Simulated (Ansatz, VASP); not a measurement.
**Ga2N: VASP beside Ansatz**

File INCAR:

```
ALGO = Normal
EDIFF = 1E-7
ENCUT = 520
GGA = PE
ISIF = 2
ISMEAR = 0
LASPH = True
LCHARG = False
LREAL = False
LWAVE = False
NBANDS = 22
NELM = 80
PREC = Accurate
SIGMA = 0.1
```

KPOINTS

```
k-points
0
Gamma
  6 6 6
```

Contents of POSCAR:

```
Ga2N
1.0
    4.2914595500      0.0000000000      0.0000000000
   -2.1457297700      3.7165129900      0.0000000000
    0.0000000000      0.0000000000      2.9858297800
Ga N
2 1
Direct
    0.3333333300      0.6666666700      0.5000000000
    0.6666666700      0.3333333300      0.5000000000
    0.0000000000      0.0000000000      0.0000000000
```

Input for Ansatz:

```yaml
crystal:
  lattice:
    - [4.29145955, 0.0, 0.0]
    - [-2.14572977, 3.71651299, 0.0]
    - [0.0, 0.0, 2.98582978]
  atoms:
    - { symbol: Ga, position: [0.33333333, 0.66666667, 0.5] }
    - { symbol: Ga, position: [0.66666667, 0.33333333, 0.5] }
    - { symbol: "N", position: [0.0, 0.0, 0.0] }
basis:
  ecutwfc: 420
kpoints:
  mp_grid: { grid: [6, 6, 6] }
hamiltonian:
  xc: pbe
scf:
  occupations: { method: gaussian, width: 0.1 }
  lower_state_search: "off"
output:
  forces: true
  stress: true
  eigenvalues: true
```

Change from the starting cell: species swapped into the PrCd2 type (P6/mmm, No. 191).

Alike in both runs: task single point; functional PBE; k mesh 6 × 6 × 6; occupations gaussian, width 0.1 eV; no spin polarisation.

|  | VASP | Ansatz |
| --- | --- | --- |
| version | VASP 6.6.1 | Ansatz 0.2.0 |
| potentials or method | VASP PAW PBE potentials, release 64 (Ga_d, N), cutoff 520 eV | scalar-relativistic, plane waves, PAW |
| valence electrons in the cell | 31 | 31 |

Ansatz gave:

```
gap on the k mesh at the Fermi level (eV)                     : none
pressure (GPa)                                                : -2.4
traceless stress, the component that is largest in VASP (GPa) : -0.89
```

Question: Estimate VASP's values.

Answer: gap on the k mesh at the Fermi level (eV): none; pressure (GPa): -2.3; traceless stress, the component that is largest in VASP (GPa): -0.98.

A gap of «none» marks a metal or a gap that the smearing closes. The functional is the same, so the differences come from potentials, cutoffs and numerics.
